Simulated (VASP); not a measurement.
# SiNi3 (Pm-3m) in VASP: further runs, part 2 of 3

VASP 6.6.1. Earlier steps stand in the parts before.

## (3) Single point, PBEsol, collinear spin, ferromagnetic start

This run uses another cell than the first one, of 11.11 Å³/atom, 0.980 times its volume.

The input, INCAR:

```
SYSTEM = SiNi3
  PREC = Accurate
  ENCUT = 520
  EDIFF = 1E-6
  ISMEAR = -1
  SIGMA = 0.05
  LREAL = .False.
  LASPH = .True.
  NELM = 150
  ALGO = Normal
  ISIF = 2
  LWAVE = .False.
  LCHARG = .False.
  ISPIN = 2
  MAGMOM = 1 1 1 0
  LORBIT = 11
  LMAXMIX = 4
  GGA = PS
  NBANDS = 29
```

The input, KPOINTS:

```
Automatic mesh
0
Gamma
  8 8 8
  0 0 0
```

The input, POSCAR:

```
SiNi3
1.0
    3.5420000000      0.0000000000      0.0000000000
    0.0000000000      3.5420000000      0.0000000000
    0.0000000000      0.0000000000      3.5420000000
Ni Si
3 1
Direct
    0.5000000000      0.5000000000      0.0000000000
    0.5000000000      0.0000000000      0.5000000000
    0.0000000000      0.5000000000      0.5000000000
    0.0000000000      0.0000000000      0.0000000000
```

Potentials or basis: VASP PAW PBE potentials, release 64 (Ni, Si).

Started as:

```bash
> cat potpaw_PBE.64/Ni/POTCAR potpaw_PBE.64/Si/POTCAR > POTCAR
> mpirun -np 1 vasp_std > vasp.out
```

OUTCAR:

```text
SYSTEM = SiNi3
   PREC = Accurate
   ENCUT = 520
   EDIFF = 1E-6
   ISMEAR = -1
   LREAL = .False.
   LASPH = .True.
   NELM = 150
   ISIF = 2
   ISPIN = 2
   LORBIT = 11
   GGA = PS

 ion  position               nearest neighbor table
   1  0.500  0.500  0.000-   2 2.50   3 2.50   4 2.50   2 2.50   3 2.50   2 2.50   4 2.50   2 2.50
                             3 2.50   4 2.50   3 2.50   4 2.50
   2  0.500  0.000  0.500-   1 2.50   3 2.50   4 2.50   1 2.50   4 2.50   1 2.50   3 2.50   1 2.50
                             3 2.50   4 2.50   4 2.50   3 2.50
   3  0.000  0.500  0.500-   1 2.50   2 2.50   4 2.50   1 2.50   4 2.50   2 2.50   4 2.50   4 2.50
                             1 2.50   2 2.50   1 2.50   2 2.50
   4  0.000  0.000  0.000-   1 2.50   2 2.50   3 2.50   2 2.50   3 2.50   1 2.50   3 2.50   3 2.50
                             1 2.50   2 2.50   2 2.50   1 2.50

  LATTYP: Found a simple cubic cell.
 ALAT       =     3.5420000000

  Lattice vectors:

 A1 = (   3.5420000000,   0.0000000000,   0.0000000000)
 A2 = (   0.0000000000,   3.5420000000,   0.0000000000)
 A3 = (   0.0000000000,   0.0000000000,   3.5420000000)

Analysis of symmetry for initial positions (statically):
=====================================================================
[... 1748 lines left out ...]
  -------------------------------------------------------------------------------------
  Total       -3.8492919     -3.8492919     -3.8492919     -0.0000000      0.0000000     -0.0000000
  in kB     -138.7860313   -138.7860313   -138.7860313     -0.0000000      0.0000000     -0.0000000
  external PRESSURE =    -138.7860313 kB  Pullay stress =       0.0000000 kB

 VOLUME and BASIS-vectors are now :
 -----------------------------------------------------------------------------
  energy-cutoff  :      520.00
  volume of cell :       44.44
      direct lattice vectors                 reciprocal lattice vectors
     3.542000000  0.000000000  0.000000000     0.282326369  0.000000000  0.000000000
     0.000000000  3.542000000  0.000000000     0.000000000  0.282326369  0.000000000
     0.000000000  0.000000000  3.542000000     0.000000000  0.000000000  0.282326369

 POSITION                                       TOTAL-FORCE (eV/Angst)
 -----------------------------------------------------------------------------------
      1.77100      1.77100      0.00000         0.000000      0.000000      0.000000
      1.77100      0.00000      1.77100         0.000000      0.000000      0.000000
      0.00000      1.77100      1.77100         0.000000      0.000000      0.000000
      0.00000      0.00000      0.00000         0.000000      0.000000      0.000000
 -----------------------------------------------------------------------------------
    total drift:                                0.000000      0.000000      0.000000

  FREE ENERGIE OF THE ION-ELECTRON SYSTEM (eV)
  ---------------------------------------------------
  free  energy   TOTEN  =       -26.1620670018 eV

  energy  without entropy=      -26.1436104894  energy(sigma->0) =      -26.15283875

 total charge

# of ion       s       p       d       tot
------------------------------------------
    1        0.475   0.544   8.395   9.414
    2        0.475   0.544   8.395   9.414
    3        0.475   0.544   8.395   9.414
    4        0.728   0.799   0.000   1.527
--------------------------------------------------
tot          2.153   2.431  25.184  29.768

 magnetization (x)

# of ion       s       p       d       tot
------------------------------------------
    1       -0.000  -0.000   0.000   0.000
    2       -0.000  -0.000   0.000   0.000
    3       -0.000  -0.000   0.000   0.000
    4       -0.000  -0.000   0.000  -0.000
--------------------------------------------------
tot         -0.000  -0.000   0.001   0.001
```

OSZICAR:

```text
N       E                     dE             d eps       ncg     rms          rms(c)
DAV:   1     0.204956512832E+03    0.20496E+03   -0.14498E+04  4172   0.152E+03
DAV:   2    -0.156070785085E+02   -0.22056E+03   -0.20447E+03  4065   0.300E+02
DAV:   3    -0.298744547378E+02   -0.14267E+02   -0.13341E+02  4612   0.919E+01
DAV:   4    -0.301388391758E+02   -0.26438E+00   -0.26374E+00  4573   0.122E+01
DAV:   5    -0.301459301880E+02   -0.70910E-02   -0.70903E-02  4992   0.176E+00    0.209E+01
DAV:   6    -0.306547220412E+02   -0.50879E+00   -0.29852E+01  4836   0.977E+01    0.199E+01
DAV:   7    -0.262285518753E+02    0.44262E+01   -0.11150E+01  4962   0.547E+01    0.365E+00
DAV:   8    -0.261779895477E+02    0.50562E-01   -0.28771E-01  4812   0.400E+00    0.143E+00
DAV:   9    -0.261647052340E+02    0.13284E-01   -0.16159E-02  5852   0.135E+00    0.625E-01
DAV:  10    -0.261628778400E+02    0.18274E-02   -0.11502E-03  5041   0.299E-01    0.310E-01
DAV:  11    -0.261620353297E+02    0.84251E-03   -0.26076E-04  5621   0.251E-01    0.919E-02
DAV:  12    -0.261620732506E+02   -0.37921E-04   -0.10464E-04  5528   0.109E-01    0.428E-02
DAV:  13    -0.261620710860E+02    0.21646E-05   -0.98786E-06  4974   0.347E-02    0.192E-02
DAV:  14    -0.261620672405E+02    0.38456E-05   -0.11124E-06  4043   0.120E-02    0.732E-03
DAV:  15    -0.261620670018E+02    0.23867E-06   -0.82062E-07  2533   0.906E-03
   1 F= -.26162067E+02 E0= -.26152839E+02  d E =-.184565E-01  mag=     0.0004
```

stdout:

```text
POSCAR found type information on POSCAR NiSi
 POSCAR found :  2 types and       4 ions
 scaLAPACK will be used
 -----------------------------------------------------------------------------
|                                                                             |
|                                                                             |
|     You enforced a specific xc type in the INCAR file but a different       |
|     I HOPE YOU KNOW WHAT YOU ARE DOING!                                     |
|                                                                             |
 -----------------------------------------------------------------------------

 LDA part: xc-table for (Slater+PW92), standard interpolation
 POSCAR, INCAR and KPOINTS ok, starting setup
 FFT: planning ... GRIDC
 FFT: planning ... GRID_SOFT
 FFT: planning ... GRID
 WAVECAR not read
 entering main loop
```

It took 88 s on 1 thread of Intel Xeon 6975P-C, shared host; peak memory 0.21 GiB.

What came out:

| Property | Result |
| --- | --- |
| Free energy | -26.1621 eV |
| Pressure | -13.9 GPa |
| Band gap on the k mesh | zero (filled and empty bands overlap) |
| Net moment | 0.00 μB per cell |
| Valence electrons inside the program's atomic spheres | Ni 9.41; Si 1.53 |

Caveat: the PAW data sets were made with another functional, which shifts forces and pressure a little.

## (4) Single point, PBEsol, collinear spin, ferromagnetic start

This run uses another cell than the first one, of 11.11 Å³/atom, 0.980 times its volume.

The input, INCAR:

```
SYSTEM = SiNi3
PREC = Accurate
ENCUT = 520
EDIFF = 1E-6
ISMEAR = -1
SIGMA = 0.05
LREAL = .FALSE.
LASPH = .TRUE.
NELM = 150
ALGO = Fast
ISIF = 2
LWAVE = .FALSE.
LCHARG = .FALSE.
ISPIN = 2
MAGMOM = 2.5 2.5 2.5 0
LORBIT = 11
LMAXMIX = 4
GGA = PS
NBANDS = 29
```

The input, KPOINTS:

```
regular mesh
0
G
  8 8 8
  0 0 0
```

POSCAR is that of step 3.

Started as:

```bash
> cat potpaw_PBE.64/Ni/POTCAR potpaw_PBE.64/Si/POTCAR > POTCAR
> mpirun -np 1 vasp_std > vasp.out
```

Run time: 1.8 min. Hardware: 1 thread of Intel Xeon 6975P-C, shared host; peak memory 0.21 GiB.

Results (log left out):

```yaml
Free_energy: -26.1621 eV
Pressure: -14.0 GPa
Band_gap_on_the_k_mesh: zero (filled and empty bands overlap)
Net_moment: 0.00 μB per cell
Valence_electrons_inside_the_program's_atomic_spheres: Ni 9.41; Si 1.53
```

Levels at points of the mesh, in eV from the Fermi level:
Spin up:
```csv
k point,band 15,band 16,band 17,band 18,band 19,band 20
"(0.00, 0.00, 0.00)",-0.58,-0.28,0.02,0.02,0.02,4.55
"(0.50, 0.00, 0.00)",-1.09,-0.52,0.02,3.51,3.51,4.96
"(0.50, 0.50, 0.00)",-1.07,-0.97,-0.91,0.62,0.62,5.43
"(0.50, 0.50, 0.50)",-1.19,-0.38,-0.20,-0.20,-0.20,1.10
```
Spin down:
| k point | band 15 | band 16 | band 17 | band 18 | band 19 | band 20 |
| --- | --- | --- | --- | --- | --- | --- |
| (0.00, 0.00, 0.00) | -0.58 | -0.28 | 0.02 | 0.02 | 0.02 | 4.55 |
| (0.50, 0.00, 0.00) | -1.09 | -0.52 | 0.02 | 3.51 | 3.51 | 4.96 |
| (0.50, 0.50, 0.00) | -1.07 | -0.97 | -0.91 | 0.62 | 0.62 | 5.43 |
| (0.50, 0.50, 0.50) | -1.19 | -0.38 | -0.20 | -0.20 | -0.20 | 1.10 |

Caveat: the starting moments collapsed, and a magnetic state may lie lower; the PAW data sets were made with another functional, which shifts forces and pressure a little.

(Part 2 of 3 ends here.)
